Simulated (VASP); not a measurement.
# AlN (P6_3mc) in VASP: notebook

AlN is run at these levels: PBE, r2SCAN; tasks: single point.

Program: VASP 6.6.1. These are calculated values, not measurements. Logs are shortened: lines on timing, memory, paths and dates and some standing lists are left out, and cuts for length are marked.

## Step 1: The cell of the first run

The structure is hexagonal, space group P6_3mc (No. 186). Conventional cell: a = 3.113 Å, b = 3.113 Å, c = 4.981 Å, α = 90.00°, β = 90.00°, γ = 120.00°. Within 2.5 Å of Al (site symmetry 3m) lie 4 N at 1.89 Å. Within 2.5 Å of N (site symmetry 3m) lie 4 Al at 1.89 Å.

## Step 2: Single point, PBE

Input file INCAR:

```
PREC = Accurate
ENCUT = 520
EDIFF = 1E-6
ISMEAR = 0
SIGMA = 0.01
LREAL = False
LASPH = True
NELM = 60
ALGO = Normal
ISIF = 2
LWAVE = False
LCHARG = False
GGA = PE
NBANDS = 16
```

Input file KPOINTS:

```
regular mesh
0
Gamma
  12 12 4
```

Input file POSCAR:

```
AlN
1.0
    3.1130000000      0.0000000000      0.0000000000
   -1.5565000000      2.6959370000      0.0000000000
    0.0000000000      0.0000000000      4.9810000000
Al N
2 2
Direct
    0.3333333333      0.6666666667      0.0000000000
    0.6666666667      0.3333333333      0.5000000000
    0.3333333333      0.6666666667      0.3800000000
    0.6666666667      0.3333333333      0.8800000000
```

Potentials or basis: VASP PAW PBE potentials, release 64 (Al, N).

Command:

```sh
$ cat potpaw_PBE.64/Al/POTCAR potpaw_PBE.64/N/POTCAR > POTCAR
$ mpirun -np 1 vasp_std > vasp.out
```

OUTCAR:

```text
PREC = Accurate
   ENCUT = 520
   EDIFF = 1E-6
   ISMEAR = 0
   LREAL = False
   LASPH = True
   NELM = 60
   ISIF = 2
   GGA = PE

 ion  position               nearest neighbor table
   1  0.333  0.667  0.000-   3 1.89   4 1.89   4 1.89   4 1.89   2 3.07   2 3.07   2 3.07   2 3.07
                             2 3.07   2 3.07
   2  0.667  0.333  0.500-   4 1.89   3 1.89   3 1.89   3 1.89   1 3.07   1 3.07   1 3.07   1 3.07
                             1 3.07   1 3.07
   3  0.333  0.667  0.380-   1 1.89   2 1.89   2 1.89   2 1.89
   4  0.667  0.333  0.880-   2 1.89   1 1.89   1 1.89   1 1.89

  LATTYP: Found a hexagonal cell.
 ALAT       =     3.1130000000
 C/A-ratio  =     1.6000642467

  Lattice vectors:

 A1 = (   3.1130000000,   0.0000000000,   0.0000000000)
 A2 = (  -1.5565000000,   2.6959370000,   0.0000000000)
 A3 = (   0.0000000000,   0.0000000000,   4.9810000000)

Analysis of symmetry for initial positions (statically):
=====================================================================
 Subroutine PRICEL returns:
 Original cell was already a primitive cell.

 Routine SETGRP: Setting up the symmetry group for a
 hexagonal supercell.

 Subroutine GETGRP returns: Found 12 space group operations
 (whereof  6 operations were pure point group operations)
 out of a pool of 24 trial point group operations.

The static configuration has the point symmetry C_3v.
 The point group associated with its full space group is C_6v.

Analysis of symmetry for dynamics (positions and initial velocities):
=====================================================================
 Subroutine PRICEL returns:
 Original cell was already a primitive cell.

 Routine SETGRP: Setting up the symmetry group for a
 hexagonal supercell.

 Subroutine GETGRP returns: Found 12 space group operations
 (whereof  6 operations were pure point group operations)
 out of a pool of 24 trial point group operations.

The dynamic configuration has the point symmetry C_3v.
 The point group associated with its full space group is C_6v.

 Subroutine INISYM returns: Found 12 space group operations
 (whereof  6 operations are pure point group operations),
 and found     1 'primitive' translations

----------------------------------------------------------------------------------------

                                     Primitive cell

  volume of cell :      41.8028

  direct lattice vectors                    reciprocal lattice vectors
     3.113000000  0.000000000  0.000000000     0.321233537  0.185464275  0.000000000
    -1.556500000  2.695937000  0.000000000     0.000000000  0.370928549  0.000000000
     0.000000000  0.000000000  4.981000000     0.000000000  0.000000000  0.200762899

  length of vectors
     3.113000000  3.112999929  4.981000000     0.370928541  0.370928549  0.200762899

  position of ions in fractional coordinates (direct lattice)
     0.333333333  0.666666667  0.000000000
     0.666666667  0.333333333  0.500000000
     0.333333333  0.666666667  0.380000000
     0.666666667  0.333333333  0.880000000

  ion indices of the primitive-cell ions
   primitive index   ion index
                 1           1
                 2           2
                 3           3
                 4           4

----------------------------------------------------------------------------------------

 KPOINTS: regular mesh

Automatic generation of k-mesh.
 Grid dimensions read from file:
 generate k-points for:   12   12    4

 Generating k-lattice:

  Cartesian coordinates                     Fractional coordinates (reciprocal lattice)
     0.026769461  0.015455356  0.000000000     0.083333333  0.000000000  0.000000000
     0.000000000  0.030910712  0.000000000     0.000000000  0.083333333  0.000000000
     0.000000000  0.000000000  0.050190725     0.000000000  0.000000000  0.250000000

  Length of vectors
     0.030910712  0.030910712  0.050190725

  Shift w.r.t. Gamma in fractional coordinates (k-lattice)
     0.000000000  0.000000000  0.000000000

 Subroutine IBZKPT returns following result:
 ===========================================

 Found     57 irreducible k-points:

 Following reciprocal coordinates:
            Coordinates               Weight
  0.000000  0.000000  0.000000      1.000000
  0.083333 -0.000000  0.000000      6.000000
  0.166667 -0.000000  0.000000      6.000000
  0.250000  0.000000  0.000000      6.000000
  0.333333 -0.000000  0.000000      6.000000
  0.416667  0.000000  0.000000      6.000000
[... 16 lines left out ...]
  0.250000  0.000000  0.250000     12.000000
  0.333333 -0.000000  0.250000     12.000000
 [... further k-points ...]
   k-points           NKPTS =     57   k-points in BZ     NKDIM =     57   number of bands    NBANDS=     16
   number of dos      NEDOS =    301   number of ions     NIONS =      4
   total plane-waves  NPLWV =  23040
   dimension x,y,z NGX =    24 NGY =   24 NGZ =   40
   dimension x,y,z NGXF=    48 NGYF=   48 NGZF=   80
   ions per type =               2   2
   NGX,Y,Z   is equivalent  to a cutoff of  12.82, 12.82, 13.35 a.u.
   NGXF,Y,Z  is equivalent  to a cutoff of  25.63, 25.63, 26.70 a.u.
 SYSTEM =  unknown system
   PREC   = accura    normal or accurate (medium, high low for compatibility)
   ISTART =      0    job   : 0-new  1-cont  2-samecut
   ICHARG =      2    charge: 1-file 2-atom 10-const
   ISPIN  =      1    spin polarized calculation?
   LNONCOLLINEAR =      F non collinear calculations
   LSORBIT =      F    spin-orbit coupling
   LASPH  =      T    aspherical Exc in radial PAW
   ENCUT  =  520.0 eV  38.22 Ry    6.18 a.u.   5.79  5.79  9.26*2*pi/ulx,y,z
   NELM   =     60;   NELMIN=  2; NELMDL= -5     # of ELM steps
   EDIFF  = 0.1E-05   stopping-criterion for ELM
   LREAL  =      F    real-space projection
   EDIFFG = 0.1E-04   stopping-criterion for IOM
   NSW    =      0    number of steps for IOM
   IBRION =     -1    ionic relax: 0-MD 1-quasi-New 2-CG
   NFREE  =      0    steps in history (QN), initial steepest desc. (CG)
   ISIF   =      2    stress and relaxation
   ISYM   =      2    0-nonsym 1-usesym 2-fastsym
   POTIM  = 0.5000    time-step for ionic-motion
   TEBEG  =    0.0;   TEEND  =   0.0 temperature during run
   PSTRESS=    0.0 pullay stress
   NELECT =      16.0000    total number of electrons
   NUPDOWN=      -1.0000    fix difference up-down
   EMIN   =  10.00;   EMAX   =-10.00  energy-range for DOS
   EFERMI =   0.00;   METHOD = LEGACY
   ISMEAR =     0;   SIGMA  =   0.01  broadening in eV -4-tet -1-fermi 0-gaus
   EFERMI_NEDOS =   21; number of points for ismear=-14 and -15
   IALGO  =     38    algorithm
   IMIX   =      4    mixing-type and parameters
     AMIX     =   0.40;   BMIX     =  1.00
     AMIX_MAG =   1.60;   BMIX_MAG =  1.00
  volume/ion in A,a.u.               =      10.45        70.52
  Fermi-wavevector in a.u.,A,eV,Ry     =   1.188629  2.246183 19.222843  1.412839
  Thomas-Fermi vector in A             =   2.324754
   LORBIT       =      0    0 simple, 1 ext, 2 COOP (PROOUT), +10 PAW based schemes
   GGA     = PE    functional components
   LHFCALC =     F    Hartree Fock is set to
   AEXX    =    0.0000 exact exchange contribution
   IVDW    =     0    specifies the selected vdW correction
   LEPSILON=     F    determine dielectric tensor
   LRPA    =     F    only Hartree local field effects (RPA)
 non-spin polarized calculation
 Gauss-broadening in eV      SIGMA  =   0.01
  energy-cutoff  :      520.00
  volume of cell :       41.80
 maximum number of plane-waves:      1152
 NGX is ok and might be reduce to    24
   NGX = 11   NGY = 11   NGZ = 19

 number of electron      15.9999997 magnetization

 Free energy of the ion-electron system (eV)
  ---------------------------------------------------
  ext. energy  EPLUGINS =         0.00000000
  ---------------------------------------------------
  free energy    TOTEN  =       -29.77130118 eV

  energy without entropy =      -29.77130118  energy(sigma->0) =      -29.77130118

 E-fermi :   6.1803     XC(G=0): -10.9068

 val. band max:        6.1213220293   @ k =   0.0000   0.0000   0.0000
 cond. band min:      10.3449940901   @ k =   0.0000   0.0000   0.0000
 fundamental gap:      4.2236720608
 Fermi energy:         6.1803376960

 k-point     1 :       0.0000    0.0000    0.0000
  band No.  band energies     occupation
      1      -9.0374      2.00000
      2      -6.8891      2.00000
      3       0.1487      2.00000
      4       5.2898      2.00000
      5       5.2898      2.00000
      6       5.9418      2.00000
[... 8 lines left out ...]
     15      19.2858      0.00000
     16      19.2858      0.00000

 k-point     2 :       0.0833   -0.0000    0.0000
  band No.  band energies     occupation
      1      -8.9490      2.00000
      2      -6.8391      2.00000
      3       0.2539      2.00000
      4       4.8769      2.00000
      5       5.1726      2.00000
      6       5.5275      2.00000
[... 8 lines left out ...]
     15      19.3387      0.00000
     16      19.3516      0.00000

 k-point     3 :       0.1667   -0.0000    0.0000
  band No.  band energies     occupation
      1      -8.6915      2.00000
      2      -6.7027      2.00000
      3       0.5639      2.00000
      4       3.8707      2.00000
      5       4.6528      2.00000
      6       4.8975      2.00000
[... 8 lines left out ...]
     15      18.5086      0.00000
     16      18.9258      0.00000

 k-point     4 :       0.2500    0.0000    0.0000
  band No.  band energies     occupation
      1      -8.2904      2.00000
      2      -6.5224      2.00000
      3       1.0602      2.00000
      4       2.6979      2.00000
      5       3.6911      2.00000
      6       4.5818      2.00000
[... 8 lines left out ...]
     15      18.2588      0.00000
     16      19.4252      0.00000
[... 324 lines left out ...]
 k-point    22 :       0.1667   -0.0000    0.2500
  band No.  band energies     occupation
      1      -8.4659      2.00000
      2      -7.0902      2.00000
      3       1.2065      2.00000
      4       3.8818      2.00000
      5       4.2860      2.00000
      6       5.0239      2.00000
[... 8 lines left out ...]
     15      18.6033      0.00000
     16      18.9829      0.00000

 k-point    23 :       0.2500    0.0000    0.2500
  band No.  band energies     occupation
      1      -8.0814      2.00000
      2      -6.8496      2.00000
      3       1.3739      2.00000
      4       2.8911      2.00000
      5       3.4962      2.00000
      6       4.7286      2.00000
[... 8 lines left out ...]
     15      18.5303      0.00000
     16      19.4792      0.00000

 k-point    24 :       0.3333   -0.0000    0.2500
  band No.  band energies     occupation
      1      -7.6169      2.00000
      2      -6.6138      2.00000
      3       1.1494      2.00000
      4       2.0964      2.00000
      5       3.1469      2.00000
      6       4.4684      2.00000
[... 8 lines left out ...]
     15      18.5196      0.00000
     16      20.2823      0.00000

 [... further k-points ...]

------------------------ aborting loop because EDIFF is reached ----------------------------------------

  FORCE on cell =-STRESS in cart. coord.  units (eV):
  Direction    XX          YY          ZZ          XY          YZ          ZX
  --------------------------------------------------------------------------------------
  -------------------------------------------------------------------------------------
  Total        0.7605666      0.7605665      1.1925593      0.0000000     -0.0000000      0.0000000
  in kB       29.1502588     29.1502571     45.7072590      0.0000000     -0.0000000      0.0000000
  external PRESSURE =      34.6692583 kB  Pullay stress =       0.0000000 kB

 VOLUME and BASIS-vectors are now :
 -----------------------------------------------------------------------------
  energy-cutoff  :      520.00
  volume of cell :       41.80
      direct lattice vectors                 reciprocal lattice vectors
     3.113000000  0.000000000  0.000000000     0.321233537  0.185464275  0.000000000
    -1.556500000  2.695937000  0.000000000     0.000000000  0.370928549  0.000000000
     0.000000000  0.000000000  4.981000000     0.000000000  0.000000000  0.200762899

 POSITION                                       TOTAL-FORCE (eV/Angst)
 -----------------------------------------------------------------------------------
     -0.00000      1.79729      0.00000         0.000000     -0.000000     -0.128840
      1.55650      0.89865      2.49050         0.000000     -0.000000     -0.128840
     -0.00000      1.79729      1.89278        -0.000000     -0.000000      0.128840
      1.55650      0.89865      4.38328         0.000000      0.000000      0.128840
 -----------------------------------------------------------------------------------
    total drift:                               -0.000000     -0.000000      0.000432

  FREE ENERGIE OF THE ION-ELECTRON SYSTEM (eV)
  ---------------------------------------------------
  free  energy   TOTEN  =       -29.7713011821 eV

  energy  without entropy=      -29.7713011821  energy(sigma->0) =      -29.77130118
```

Wall time 38 s (1 thread of Intel Xeon 8259CL, shared host); peak memory 0.17 GiB.

Results:

```yaml
Free_energy: -29.7713 eV
Pressure: 3.5 GPa
Largest_force: 0.129 eV/Å
Band_gap_on_the_k_mesh: 4.22 eV
```

Forces in eV/Å, atoms in the order of the input:
```
Al   0.000  0.000 -0.129
Al   0.000  0.000 -0.129
N    0.000  0.000  0.129
N    0.000  0.000  0.129
```

Levels at points of the mesh, in eV from the valence-band top:
```tsv
k point	band 6	band 7	band 8	band 9	band 10	band 11
(0.00, 0.00, 0.00)	-0.18	-0.18	0.00	4.22	6.66	10.62
(0.50, 0.00, 0.00)	-2.06	-1.77	-0.66	5.82	5.83	8.20
(0.00, 0.00, 0.50)	-0.51	-0.51	-0.51	6.47	6.47	10.34
(0.50, 0.00, 0.50)	-1.43	-1.35	-1.35	5.33	5.33	9.29
```

Caveat: the cell stands under pressure.

## Step 3: Single point, r2SCAN

POSCAR is that of step 2.

Input file INCAR.step1:

```
ALGO = Normal
EDIFF = 1E-4
ENCUT = 520
GGA = PE
ISMEAR = 0
LASPH = T
LCHARG = F
LREAL = F
LWAVE = T
NBANDS = 16
NELM = 100
PREC = Accurate
SIGMA = 0.01
```

Input file INCAR.step2:

```
ALGO = Normal
EDIFF = 1E-7
ENCUT = 520
ISIF = 2
ISMEAR = 0
ISTART = 1
LASPH = T
LCHARG = F
LMIXTAU = T
LREAL = F
LWAVE = F
METAGGA = R2SCAN
NBANDS = 16
NELM = 100
PREC = Accurate
SIGMA = 0.01
```

Input file KPOINTS:

```
k-points
0
Gamma
  12 12 4
```

Potentials or basis: VASP PAW PBE potentials, release 64 (Al, N).

Command:

```sh
$ cat potpaw_PBE.64/Al/POTCAR potpaw_PBE.64/N/POTCAR > POTCAR
$ cp INCAR.step1 INCAR
$ mpirun -np 1 vasp_std > vasp.out
$ cp INCAR.step2 INCAR
$ mpirun -np 1 vasp_std > vasp.out
```

Wall time 2.3 min (1 thread of Intel Xeon 8259CL, shared host); peak memory 0.18 GiB.

Results (log left out):

* Free energy: -38.4544 eV
* Pressure: -1.3 GPa
* Largest force: 0.125 eV/Å
* Band gap on the k mesh: 4.90 eV

Forces on the atoms (eV/Å):
```
Al   0.000  0.000 -0.125
Al   0.000  0.000 -0.125
N    0.000  0.000  0.125
N    0.000  0.000  0.125
```

Stress tensor (GPa, compression positive):
```
-1.92  0.00  0.00
 0.00 -1.92  0.00
 0.00  0.00 -0.10
```

Levels at points of the mesh, in eV from the valence-band top:
| k point | band 4 | band 5 | band 6 | band 7 | band 8 | band 9 | band 10 | band 11 | band 12 | band 13 |
| --- | --- | --- | --- | --- | --- | --- | --- | --- | --- | --- |
| (0.00, 0.00, 0.00) | -0.85 | -0.85 | -0.19 | -0.19 | 0.00 | 4.90 | 7.50 | 11.59 | 12.02 | 12.02 |
| (0.50, 0.00, 0.00) | -4.18 | -3.37 | -2.11 | -1.76 | -0.67 | 6.46 | 6.55 | 9.04 | 11.26 | 11.70 |
| (0.00, 0.00, 0.50) | -3.35 | -0.53 | -0.53 | -0.53 | -0.53 | 7.22 | 7.22 | 11.30 | 11.30 | 12.33 |
| (0.50, 0.00, 0.50) | -5.62 | -1.47 | -1.47 | -1.37 | -1.37 | 6.00 | 6.00 | 10.16 | 10.16 | 12.91 |

Caveat: the PAW data sets were made with another functional, which shifts forces and pressure a little. r2SCAN opens gaps a little over a GGA but as a rule still falls short of measured ones.
